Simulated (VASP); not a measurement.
# Pt: single point with PBEsol

Crystal: Pt.

```xyz
2
Lattice="2.7328 0.0000 0.0000 -1.3664 2.3667 0.0000 0.0000 0.0000 4.7437" Properties=species:S:1:pos:R:3 pbc="T T T"
Pt    1.3664    0.7889    3.5578
Pt    0.0000    1.5778    1.1859
```

* Program: VASP 6.6.1
* Task: single point
* Functional: PBEsol
* Potentials or basis: VASP PAW PBE potentials, release 64 (Pt)
* Cutoff: 520 eV
* k mesh: 12 × 12 × 6
* Occupations: methfessel-paxton, width 0.15 eV
* Spin: no spin polarisation
* Dipole correction: no
* Further INCAR settings: ALGO = Normal; EDIFF = 1e-07; NBANDS = 17

| Quantity | Value |
| --- | --- |
| Pressure | -3.9 GPa |
| Band gap on the k mesh | zero (band 10 reaches 11.27 eV, above the bottom of band 11 at 9.92 eV) |

Stress tensor (GPa, compression positive):
```
-3.74  0.00  0.00
 0.00 -3.74  0.00
 0.00  0.00 -4.23
```

Levels at points of the mesh, in eV from the Fermi level:
```csv
k point,band 8,band 9,band 10,band 11,band 12,band 13
"(0.00, 0.00, 0.00)",-1.86,-1.86,-0.90,-0.20,-0.20,4.85
"(0.50, 0.00, 0.00)",0.04,0.34,0.55,2.31,3.83,7.38
"(0.00, 0.00, 0.50)",-3.57,-0.80,-0.80,-0.80,-0.80,12.09
"(0.50, 0.00, 0.50)",-0.92,0.46,0.46,1.67,1.67,6.66
```

Run time: 14 s on 1 thread of AMD EPYC 9R45 96-Core Processor (Zen 5), on a shared host, peak memory 0.13 GiB.

Caveat: the PAW data sets were made with another functional, which shifts forces and pressure a little; spin-orbit coupling is left out, which moves the levels of the heavy elements.
